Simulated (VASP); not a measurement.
Input of a VASP 6.6.1 run:

The input INCAR:

```
SYSTEM = ZnCu
PREC = Accurate ; ENCUT = 520
EDIFF = 1E-6 ; ISMEAR = 0
SIGMA = 0.15 ; LREAL = .FALSE.
LASPH = .TRUE. ; NELM = 100
ALGO = Fast ; ISIF = 2
LWAVE = .FALSE. ; LCHARG = .FALSE.
GGA = PE ; NBANDS = 18
```

File KPOINTS:

```
Automatic mesh
0
G
  16 16 16
  0 0 0
```

POSCAR

```
ZnCu
1.0
    2.9741953898      0.6342745439      0.6342745439
    0.6342745439      2.9741953898      0.6342745439
    0.6342745439      0.6342745439      2.9741953898
Zn Cu
1 1
Direct
    0.5000000000      0.5000000000      0.5000000000
    0.0000000000      0.0000000000      0.0000000000
```

Potentials or basis: VASP PAW PBE potentials, release 64 (Zn, Cu).

The run is started by

```console
$ cat potpaw_PBE.64/Zn/POTCAR potpaw_PBE.64/Cu/POTCAR > POTCAR
$ mpirun -np 1 vasp_std > vasp.out
```

Problem. Predict the pressure.

Solution. 42.4 GPa.

Stress tensor (GPa, compression positive):
```
42.39 -3.73 -3.73
-3.73 42.39 -3.73
-3.73 -3.73 42.39
```
